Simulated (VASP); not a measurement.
Set up this calculation in VASP 6.6.1, as the native input.

```
Task                   : single point
Functional             : PBEsol
Potentials or basis    : VASP PAW PBE potentials, release 64 (Ti_sv)
Cutoff                 : 520 eV
k mesh                 : 10 × 10 × 6
Occupations            : fermi-dirac, width 0.05 eV
Spin                   : no spin polarisation
Dipole correction      : no
Further INCAR settings : ALGO = Normal; EDIFF = 1e-07; NBANDS = 19
```

The structure of Ti lies in POSCAR:

```
Ti
1.0
    2.7215298212      0.0000000000      0.0000000000
   -1.3607649106      2.3569139624      0.0000000000
    0.0000000000      0.0000000000      4.3331724767
Ti
2
Direct
    0.6666666667      0.3333333333      0.7500000000
    0.3333333333      0.6666666667      0.2500000000
```

One way to write it, as run:

INCAR

```
SYSTEM = Ti
  PREC = Accurate
  ENCUT = 520
  EDIFF = 1E-7
  ISMEAR = -1
  SIGMA = 0.05
  LREAL = .False.
  LASPH = .True.
  NELM = 80
  ALGO = Normal
  ISIF = 2
  LWAVE = .False.
  LCHARG = .False.
  GGA = PS
  NBANDS = 19
```

KPOINTS

```
regular mesh
0
Gamma
  10 10 6
  0 0 0
```

Potentials or basis: VASP PAW PBE potentials, release 64 (Ti_sv).

The run is started by

```sh
$ cat potpaw_PBE.64/Ti_sv/POTCAR > POTCAR
$ mpirun -np 1 vasp_std > vasp.out
```

Results of the run:

- Pressure: 29.2 GPa
- Band gap on the k mesh: zero (band 12 reaches 11.64 eV, above the bottom of band 13 at 10.55 eV)

Caveat: the PAW data sets were made with another functional, which shifts forces and pressure a little.

It took 35 s on 1 thread of Intel(R) Xeon(R) Platinum 8259CL CPU @ 2.50GHz (Skylake/Cascade Lake) (shared host), peak memory 0.15 GiB.
